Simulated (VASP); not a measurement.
# Ba (Immm) in VASP: single point with PBEsol

Aim: the single point of Ba with PBEsol.

Everything below comes from runs of VASP 6.6.1. Logs are shortened: lines on timing, memory, paths and dates and some standing lists are left out, and cuts for length are marked.

### 1 The cell of the first run

Symmetry: Immm, No. 71, orthorhombic system. Conventional cell: a = 4.938 Å, b = 5.000 Å, c = 5.062 Å, α = 90.00°, β = 90.00°, γ = 90.00°. Ba (site symmetry mmm) has 14 Ba at 4.33 to 5.06 Å within 5.7 Å.

### 2 Single point, PBEsol (strain +0.0125 x Voigt [1, -1, 0, 0, 0, 0])

INCAR

```
SYSTEM = Ba
PREC = Accurate ; ENCUT = 520
EDIFF = 1E-6 ; ISMEAR = 0
SIGMA = 0.15 ; LREAL = .False.
LASPH = .True. ; NELM = 100
ALGO = Fast ; ISIF = 2
LWAVE = .False. ; LCHARG = .False.
GGA = PS ; NBANDS = 11
```

KPOINTS

```
Automatic mesh
0
Gamma
  14 14 14
  0 0 0
```

POSCAR

```
Ba
1.0
   -2.5312500000      2.4687500000      2.5000000000
    2.5312500000     -2.4687500000      2.5000000000
    2.5312500000      2.4687500000     -2.5000000000
Ba
1
Direct
    0.0000000000      0.0000000000      0.0000000000
```

Potentials or basis: VASP PAW PBE potentials, release 64 (Ba_sv).

Launch:

```bash
> cat potpaw_PBE.64/Ba_sv/POTCAR > POTCAR
> mpirun -np 1 vasp_std > vasp.out
```

OUTCAR:

```text
SYSTEM = Ba
   PREC = Accurate
   ENCUT = 520
   EDIFF = 1E-6
   ISMEAR = 0
   LREAL = .False.
   LASPH = .True.
   NELM = 100
   ISIF = 2
   GGA = PS

 ion  position               nearest neighbor table
   1  0.000  0.000  0.000-

  LATTYP: Found a body centered orthorhombic cell.
 ALAT       =     4.9375000000
 B/A-ratio  =     1.0126582278
 C/A-ratio  =     1.0253164557

  Lattice vectors:

 A1 = (  -2.5312500000,  -2.4687500000,  -2.5000000000)
 A2 = (  -2.5312500000,   2.4687500000,   2.5000000000)
 A3 = (   2.5312500000,   2.4687500000,  -2.5000000000)

Analysis of symmetry for initial positions (statically):
=====================================================================
 Subroutine PRICEL returns:
 Original cell was already a primitive cell.

 Routine SETGRP: Setting up the symmetry group for a
 body centered orthorhombic supercell.

 Subroutine GETGRP returns: Found  8 space group operations
 (whereof  8 operations were pure point group operations)
 out of a pool of  8 trial point group operations.

The static configuration has the point symmetry D_2h.

Analysis of symmetry for dynamics (positions and initial velocities):
=====================================================================
 Subroutine PRICEL returns:
 Original cell was already a primitive cell.

 Routine SETGRP: Setting up the symmetry group for a
 body centered orthorhombic supercell.

 Subroutine GETGRP returns: Found  8 space group operations
 (whereof  8 operations were pure point group operations)
 out of a pool of  8 trial point group operations.

The dynamic configuration has the point symmetry D_2h.

 Subroutine INISYM returns: Found  8 space group operations
 (whereof  8 operations are pure point group operations),
 and found     1 'primitive' translations

----------------------------------------------------------------------------------------

                                     Primitive cell

  volume of cell :      62.4902

  direct lattice vectors                    reciprocal lattice vectors
    -2.531250000  2.468750000  2.500000000     0.000000000  0.202531646  0.200000000
     2.531250000 -2.468750000  2.500000000     0.197530864  0.000000000  0.200000000
     2.531250000  2.468750000 -2.500000000     0.197530864  0.202531646  0.000000000

  length of vectors
     4.330352540  4.330352540  4.330352540     0.284638486  0.281102192  0.282909013

  position of ions in fractional coordinates (direct lattice)
     0.000000000  0.000000000  0.000000000

  ion indices of the primitive-cell ions
   primitive index   ion index
                 1           1

----------------------------------------------------------------------------------------

 KPOINTS: Automatic mesh

Automatic generation of k-mesh.
 Grid dimensions read from file:
 generate k-points for:   14   14   14

 Generating k-lattice:

  Cartesian coordinates                     Fractional coordinates (reciprocal lattice)
     0.000000000  0.014466546  0.014285714     0.071428571  0.000000000  0.000000000
     0.014109347  0.000000000  0.014285714    -0.000000000  0.071428571  0.000000000
     0.014109347  0.014466546  0.000000000    -0.000000000  0.000000000  0.071428571

  Length of vectors
     0.020331320  0.020078728  0.020207787

  Shift w.r.t. Gamma in fractional coordinates (k-lattice)
     0.000000000  0.000000000  0.000000000

 Subroutine IBZKPT returns following result:
 ===========================================

 Found    428 irreducible k-points:

 Following reciprocal coordinates:
            Coordinates               Weight
  0.000000  0.000000  0.000000      1.000000
  0.071429 -0.000000  0.000000      4.000000
  0.142857 -0.000000  0.000000      4.000000
  0.214286  0.000000 -0.000000      4.000000
  0.285714 -0.000000  0.000000      4.000000
  0.357143 -0.000000  0.000000      4.000000
[... 16 lines left out ...]
 -0.000000  0.142857  0.000000      4.000000
  0.071429  0.142857  0.000000      8.000000
 [... further k-points ...]
   k-points           NKPTS =    428   k-points in BZ     NKDIM =    428   number of bands    NBANDS=     11
   number of dos      NEDOS =    301   number of ions     NIONS =      1
   total plane-waves  NPLWV =  32768
   dimension x,y,z NGX =    32 NGY =   32 NGZ =   32
   dimension x,y,z NGXF=    64 NGYF=   64 NGZF=   64
   ions per type =               1
   NGX,Y,Z   is equivalent  to a cutoff of  12.29, 12.29, 12.29 a.u.
   NGXF,Y,Z  is equivalent  to a cutoff of  24.57, 24.57, 24.57 a.u.
 SYSTEM =  Ba
   PREC   = accura    normal or accurate (medium, high low for compatibility)
   ISTART =      0    job   : 0-new  1-cont  2-samecut
   ICHARG =      2    charge: 1-file 2-atom 10-const
   ISPIN  =      1    spin polarized calculation?
   LNONCOLLINEAR =      F non collinear calculations
   LSORBIT =      F    spin-orbit coupling
   LASPH  =      T    aspherical Exc in radial PAW
   ENCUT  =  520.0 eV  38.22 Ry    6.18 a.u.   8.05  8.05  8.05*2*pi/ulx,y,z
   NELM   =    100;   NELMIN=  2; NELMDL= -5     # of ELM steps
   EDIFF  = 0.1E-05   stopping-criterion for ELM
   LREAL  =      F    real-space projection
   EDIFFG = 0.1E-04   stopping-criterion for IOM
   NSW    =      0    number of steps for IOM
   IBRION =     -1    ionic relax: 0-MD 1-quasi-New 2-CG
   NFREE  =      0    steps in history (QN), initial steepest desc. (CG)
   ISIF   =      2    stress and relaxation
   ISYM   =      2    0-nonsym 1-usesym 2-fastsym
   POTIM  = 0.5000    time-step for ionic-motion
   TEBEG  =    0.0;   TEEND  =   0.0 temperature during run
   PSTRESS=    0.0 pullay stress
   NELECT =      10.0000    total number of electrons
   NUPDOWN=      -1.0000    fix difference up-down
   EMIN   =  10.00;   EMAX   =-10.00  energy-range for DOS
   EFERMI =   0.00;   METHOD = LEGACY
   ISMEAR =     0;   SIGMA  =   0.15  broadening in eV -4-tet -1-fermi 0-gaus
   EFERMI_NEDOS =   21; number of points for ismear=-14 and -15
   IALGO  =     68    algorithm
   IMIX   =      4    mixing-type and parameters
     AMIX     =   0.40;   BMIX     =  1.00
     AMIX_MAG =   1.60;   BMIX_MAG =  1.00
  volume/ion in A,a.u.               =      62.49       421.70
  Fermi-wavevector in a.u.,A,eV,Ry     =   0.888800  1.679589 10.748136  0.789966
  Thomas-Fermi vector in A             =   2.010277
   LORBIT       =      0    0 simple, 1 ext, 2 COOP (PROOUT), +10 PAW based schemes
   GGA     = PS    functional components
   LHFCALC =     F    Hartree Fock is set to
   AEXX    =    0.0000 exact exchange contribution
   IVDW    =     0    specifies the selected vdW correction
   LEPSILON=     F    determine dielectric tensor
   LRPA    =     F    only Hartree local field effects (RPA)
 non-spin polarized calculation
 RMM-DIIS sequential band-by-band and
 Gauss-broadening in eV      SIGMA  =   0.15
  energy-cutoff  :      520.00
  volume of cell :       62.49
 maximum number of plane-waves:      1706
   NGX = 17   NGY = 17   NGZ = 17

 number of electron      10.0000000 magnetization

 number of electron       9.9999999 magnetization

 Free energy of the ion-electron system (eV)
  ---------------------------------------------------
  ext. energy  EPLUGINS =         0.00000000
  ---------------------------------------------------
  free energy    TOTEN  =        -2.14857277 eV

  energy without entropy =       -2.13499291  energy(sigma->0) =       -2.14178284

 E-fermi :   1.5575     XC(G=0):  -7.5327

 val. band max:        1.5559036822   @ k =  -0.2857   0.4286   0.2857
 cond. band min:       1.5585264719   @ k =   0.3571   0.3571  -0.0000
 fundamental gap:      0.0026227897
 Fermi energy:         1.5575481293

 k-point     1 :       0.0000    0.0000    0.0000
  band No.  band energies     occupation
      1     -27.2821      2.00000
      2     -12.2086      2.00000
      3     -12.2082      2.00000
      4     -12.2076      2.00000
      5      -1.2104      2.00000
      6       3.3084      0.00000
      7       3.3866      0.00000
      8       3.4605      0.00000
      9       4.7307      0.00000
     10       4.9238      0.00000
     11       8.4345      0.00000

 k-point     2 :       0.0714   -0.0000    0.0000
  band No.  band energies     occupation
      1     -27.2798      2.00000
      2     -12.2334      2.00000
      3     -12.2166      2.00000
      4     -12.2083      2.00000
      5      -1.1117      2.00000
      6       3.2562      0.00000
      7       3.4151      0.00000
      8       3.4540      0.00000
      9       4.7083      0.00000
     10       4.8031      0.00000
     11       8.6641      0.00000

 k-point     3 :       0.1429   -0.0000    0.0000
  band No.  band energies     occupation
      1     -27.2735      2.00000
      2     -12.3037      2.00000
      3     -12.2391      2.00000
      4     -12.2095      2.00000
      5      -0.8302      2.00000
      6       3.0482      0.00000
      7       3.2267      0.00000
      8       3.7434      0.00000
      9       4.5798      0.00000
     10       4.7579      0.00000
     11       8.9536      0.00000

 k-point     4 :       0.2143    0.0000   -0.0000
  band No.  band energies     occupation
      1     -27.2643      2.00000
      2     -12.4024      2.00000
      3     -12.2713      2.00000
      4     -12.2111      2.00000
      5      -0.4114      2.00000
      6       2.7839      0.00000
      7       2.9043      0.00000
      8       4.2223      0.00000
      9       4.5981      0.00000
     10       4.8040      0.00000
     11       9.0609      0.00000
[... 239 lines left out ...]
 k-point    22 :      -0.0714    0.0714   -0.0000
  band No.  band energies     occupation
      1     -27.2798      2.00000
      2     -12.2337      2.00000
      3     -12.2161      2.00000
      4     -12.2083      2.00000
      5      -1.1130      2.00000
      6       3.2792      0.00000
      7       3.3464      0.00000
      8       3.5077      0.00000
      9       4.6453      0.00000
     10       4.8636      0.00000
     11       8.6092      0.00000

 k-point    23 :      -0.0000    0.1429    0.0000
  band No.  band energies     occupation
      1     -27.2737      2.00000
      2     -12.3045      2.00000
      3     -12.2363      2.00000
      4     -12.2082      2.00000
      5      -0.8402      2.00000
      6       3.1211      0.00000
      7       3.1493      0.00000
      8       3.8131      0.00000
      9       4.4194      0.00000
     10       4.8805      0.00000
     11       8.8557      0.00000

 k-point    24 :       0.0714    0.1429    0.0000
  band No.  band energies     occupation
      1     -27.2680      2.00000
      2     -12.3652      2.00000
      3     -12.2493      2.00000
      4     -12.2170      2.00000
      5      -0.5800      2.00000
      6       2.9273      0.00000
      7       3.0018      0.00000
      8       4.0990      0.00000
      9       4.3356      0.00000
     10       4.9460      0.00000
     11       9.0438      0.00000

 [... further k-points ...]
[... 5 lines left out ...]
  --------------------------------------------------------------------------------------
  -------------------------------------------------------------------------------------
  Total       -0.2296174     -0.1860072     -0.2107981      0.0000000      0.0000000      0.0000000
  in kB       -5.8871240     -4.7690096     -5.4046193      0.0000000      0.0000000      0.0000000
  external PRESSURE =      -5.3535843 kB  Pullay stress =       0.0000000 kB

 VOLUME and BASIS-vectors are now :
 -----------------------------------------------------------------------------
  energy-cutoff  :      520.00
  volume of cell :       62.49
      direct lattice vectors                 reciprocal lattice vectors
    -2.531250000  2.468750000  2.500000000     0.000000000  0.202531646  0.200000000
     2.531250000 -2.468750000  2.500000000     0.197530864  0.000000000  0.200000000
     2.531250000  2.468750000 -2.500000000     0.197530864  0.202531646  0.000000000

 POSITION                                       TOTAL-FORCE (eV/Angst)
 -----------------------------------------------------------------------------------
      0.00000      0.00000      0.00000         0.000000      0.000000     -0.000000
 -----------------------------------------------------------------------------------
    total drift:                                0.000000     -0.000000     -0.000000

  FREE ENERGIE OF THE ION-ELECTRON SYSTEM (eV)
  ---------------------------------------------------
  free  energy   TOTEN  =        -2.1485727739 eV

  energy  without entropy=       -2.1349929149  energy(sigma->0) =       -2.14178284
```

It took 93 s on 1 thread of Intel Xeon Platinum 8488C (Sapphire Rapids), shared host; peak memory 0.4 GiB.

Results:

- Free energy: -2.1486 eV
- Pressure: -0.5 GPa
- Band gap on the k mesh: zero (band 5 reaches 2.01 eV, above the bottom of band 6 at 1.03 eV)

Stress tensor (GPa, compression positive):
```
-0.59  0.00  0.00
 0.00 -0.48  0.00
 0.00  0.00 -0.54
```

Caveat: the cell differs from its parent crystal (strain +0.0125 x Voigt [1, -1, 0, 0, 0, 0]); the PAW data sets were made with another functional, which shifts forces and pressure a little; spin-orbit coupling is left out, which moves the levels of the heavy elements.
